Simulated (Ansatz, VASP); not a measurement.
Given: the input of a run of VASP 6.6.1 on SnO.

The input INCAR:

```
SYSTEM = SnO
ALGO     = Normal         ! electronic algorithm
EDIFF    = 1E-6           ! SCF threshold, eV
ENCUT    = 520            ! plane-wave cutoff, eV
GGA      = PS             ! functional
ISIF     = 2              ! what is computed and relaxed
ISMEAR   = -1             ! smearing method
LASPH    = .True.         ! aspherical terms in the spheres
LCHARG   = .False.        ! write CHGCAR
LREAL    = .False.        ! projectors in reciprocal space
LWAVE    = .False.        ! write WAVECAR
NBANDS   = 28             ! bands
NELM     = 80             ! most SCF steps
PREC     = Accurate       ! precision mode
SIGMA    = 0.05           ! smearing width, eV
```

File KPOINTS:

```
k-points
0
Gamma
  8 5 6
  0 0 0
```

POSCAR

```
SnO
1.0
    3.3096615362      0.0000000000      0.0000000000
    0.0000000000      5.5974175183      0.0000000000
    0.0000000000      0.0000000000      4.1649093566
Sn O
2 2
Direct
    0.5000000000      0.7680910000      0.0131440000
    0.0000000000      0.2319090000      0.5131440000
    0.5000000000      0.1087500000      0.2368570000
    0.0000000000      0.8912500000      0.7368570000
```

Potentials or basis: VASP PAW PBE potentials, release 64 (Sn_d, O).

Launch:

```console
$ cat potpaw_PBE.64/Sn_d/POTCAR potpaw_PBE.64/O/POTCAR > POTCAR
$ mpirun -np 1 vasp_std > vasp.out
```

Q: Set up the same calculation for Ansatz 0.2.0. Potentials there: all-electron LAPW, scalar-relativistic.

A: As run (the cutoff follows the program's own potentials):

input.yaml

```yaml
crystal:
  lattice:
    - [3.3096615362, 0.0, 0.0]
    - [0.0, 5.5974175183, 0.0]
    - [0.0, 0.0, 4.1649093566]
  atoms:
    - { symbol: Sn, position: [0.5, 0.768091, 0.013144] }
    - { symbol: Sn, position: [0.0, 0.231909, 0.513144] }
    - { symbol: O, position: [0.5, 0.10875, 0.236857] }
    - { symbol: O, position: [0.0, 0.89125, 0.736857] }
kpoints:
  mp_grid: { grid: [8, 5, 6] }
scf:
  occupations: { method: fermi_dirac, width: 0.05 }
hamiltonian:
  xc: pbesol
  pseudopotentials: { kind: all_electron, lapw: { basis_error: 0.001 } }
output:
  forces: true
  stress: true
  eigenvalues: true
```

Potentials or basis: all-electron LAPW, scalar-relativistic.

Launch:

```console
$ ansatz run input.yaml --threads 2 --pin off --max-ram 8192MiB --backend cpu --events-out ev --progress --plain --runs-dir out
```

Both were run:

|  | VASP | Ansatz | Ansatz less VASP |
| --- | --- | --- | --- |
| gap on the k mesh at the Fermi level (eV) | 1.37 | 1.38 | +0.014 |
| least direct gap on the mesh (eV) | 1.94 | 1.95 | +0.014 |
| pressure (GPa) | 0.3 | 0.1 | -0.22 |
| traceless stress, the component that is largest in VASP (GPa) | 0.46 | 0.44 | -0.024 |
| rms of the force components (eV/Å) | 0.108 | 0.074 | -0.0341 |

VASP's potentials were made for PBE, not for PBEsol. Atom by atom the forces differ by 0.036 eV/Å (rms over components). Ansatz ran all-electron here, and VASP with PAW potentials.
